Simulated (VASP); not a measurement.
Write the native input for VASP 6.6.1 that does the following.

```
Task                   : single point
Functional             : revPBE
Potentials or basis    : VASP PAW PBE potentials, release 64 (Ba_sv, S)
Cutoff                 : 520 eV
k mesh                 : 6 × 6 × 6
Occupations            : gaussian, width 0.01 eV
Spin                   : no spin polarisation
Dipole correction      : no
Further INCAR settings : ALGO = Normal; EDIFF = 1e-07; NBANDS = 15
```

The structure of BaS lies in POSCAR:

```
BaS
1.0
    0.0000000000      3.1937500000      3.1937500000
    3.1937500000      0.0000000000      3.1937500000
    3.1937500000      3.1937500000      0.0000000000
Ba S
1 1
Direct
    0.0046966732      0.0046966732     -0.0046966732
    0.5000000000      0.5000000000      0.5000000000
```

The input as run:

INCAR

```
PREC = Accurate
ENCUT = 520
EDIFF = 1E-7
ISMEAR = 0
SIGMA = 0.01
LREAL = F
LASPH = T
NELM = 100
ALGO = Normal
ISIF = 2
LWAVE = F
LCHARG = F
GGA = RE
NBANDS = 15
```

KPOINTS

```
regular mesh
0
Gamma
  6 6 6
```

Potentials or basis: VASP PAW PBE potentials, release 64 (Ba_sv, S).

The run is started by

```console
$ cat potpaw_PBE.64/Ba_sv/POTCAR potpaw_PBE.64/S/POTCAR > POTCAR
$ mpirun -np 1 vasp_std > vasp.out
```

It gave:

```yaml
Pressure: 2.6 GPa
Largest_force: 0.064 eV/Å
Band_gap_on_the_k_mesh: 2.22 eV, indirect (least direct gap 2.35 eV)
```

Caveat: the PAW data sets were made with another functional, which shifts forces and pressure a little; spin-orbit coupling is left out, which moves the levels of the heavy elements.

Wall time 27 s on 1 thread of Intel(R) Xeon(R) Platinum 8375C CPU @ 2.90GHz (Ice Lake), with other jobs on the host, peak memory 0.21 GiB.
